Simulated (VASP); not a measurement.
Set up this calculation in VASP 6.6.1, as the native input.

* Task: single point
* Functional: PBE
* Potentials or basis: VASP PAW PBE potentials, release 64 (Ni_sv_GW, N)
* Cutoff: 600 eV
* k mesh: 4 × 4 × 6
* Occupations: gaussian, width 0.1 eV
* Spin: no spin polarisation
* Dipole correction: no
* Further INCAR settings: ALGO = Normal; EDIFF = 1e-06; NBANDS = 37

The structure of NiN2 lies in POSCAR:

```
NiN2
1.0
    3.7521231753      0.0000000000      0.0000000000
    0.0000000000      4.6318035590      0.0000000000
    0.0000000000      0.0000000000      2.8657805175
Ni N
2 4
Direct
    0.5000000000      0.5000000000      0.5000000000
    0.0000000000      0.0000000000      0.0000000000
    0.3674578402      0.9154561392      0.5000000000
    0.8674578402      0.5845438608      0.0000000000
    0.6325421598      0.0845438608      0.5000000000
    0.1325421598      0.4154561392      0.0000000000
```

These files were run (other wordings do the same):

INCAR

```
SYSTEM = NiN2
PREC = Accurate
ENCUT = 600
EDIFF = 1E-6
ISMEAR = 0
SIGMA = 0.1
LREAL = .False.
LASPH = .True.
NELM = 120
ALGO = Normal
ISIF = 2
LWAVE = .False.
LCHARG = .False.
GGA = PE
NBANDS = 37
GGA_COMPAT = .False.
```

KPOINTS

```
Automatic mesh
0
Gamma
  4 4 6
  0 0 0
```

Potentials or basis: VASP PAW PBE potentials, release 64 (Ni_sv_GW, N).

Launch:

```console
$ cat potpaw_PBE.64/Ni_sv_GW/POTCAR potpaw_PBE.64/N/POTCAR > POTCAR
$ mpirun -np 1 vasp_std > vasp.out
```

It gave:

* Pressure: -2.4 GPa
* Largest force: 0.160 eV/Å
* Band gap on the k mesh: zero (bands 28 and 29 overlap by 0.20 eV)

Caveat: the k points lie up to 0.42 Å⁻¹ apart; the run has no spin polarisation, though such a crystal can be magnetic.

It took 73 s on 1 thread of Intel(R) Xeon(R) 6975P-C (Granite Rapids) (shared host), peak memory 0.22 GiB.
